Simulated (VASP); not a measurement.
Runs of VASP 6.6.1 on SiC2. The structure is that of space group P-3m1 (No. 164), or close to it. The cells are those of the table. 

```csv
task,cell,k mesh,cutoff (eV),smearing,gap on the mesh (eV),pressure (GPa),relaxed volume (Å³/atom),largest force (eV/Å)
single point,"a = 2.950, b = 2.950, c = 7.263 Å, angles 90.0, 90.0, 120.0°, 6 atoms",6 × 6 × 2,520,gaussian 0.1 eV,(b),-0.3,-,0.03
single point,"a = 2.950, b = 2.950, c = 7.263 Å, angles 90.0, 90.0, 120.0°, 6 atoms",6 × 6 × 4,520,gaussian 0.1 eV,1.48,-0.3,-,0.03
single point,"a = 2.948, b = 2.948, c = 7.263 Å, angles 90.0, 90.0, 120.0°, 6 atoms",12 × 12 × 4,520,gaussian 0.02 eV,1.47,0.0,-,0.03
single point,"a = 3.376, b = 3.376, c = 8.270 Å, angles 90.0, 90.0, 120.0°, 6 atoms",6 × 6 × 2,520,gaussian 0.1 eV,0.06,(a),-,0.69
relaxation of cell and atoms,"relaxed from a = 2.950, b = 2.950, c = 7.263 Å, angles 90.0, 90.0, 120.0°, 6 atoms",12 × 12 × 4,600,gaussian 0.02 eV,1.48,0.0,9.10,0.01
relaxation of cell and atoms,"relaxed from a = 3.376, b = 3.376, c = 8.270 Å, angles 90.0, 90.0, 120.0°, 6 atoms",6 × 6 × 2,600,gaussian 0.1 eV,1.50,0.0,9.10,0.01
relaxation of cell and atoms,"relaxed from a = 2.950, b = 2.950, c = 7.263 Å, angles 90.0, 90.0, 120.0°, 6 atoms",6 × 6 × 4,600,gaussian 0.1 eV,1.48,-0.5,-,0.02
```

Alike in all rows: level PBE; potentials or basis VASP PAW PBE potentials, release 64 (Si, C); no spin polarisation.

Q: Estimate the missing entries.

A: (a) -40.4; (b) 1.49.

Caveats: some runs use coarse meshes; the volume moved by over 15 % at a fixed basis, so the end points are rough (some runs); the relaxation stopped at its first step, so nothing moved (some runs).

A k mesh can miss the band edges.
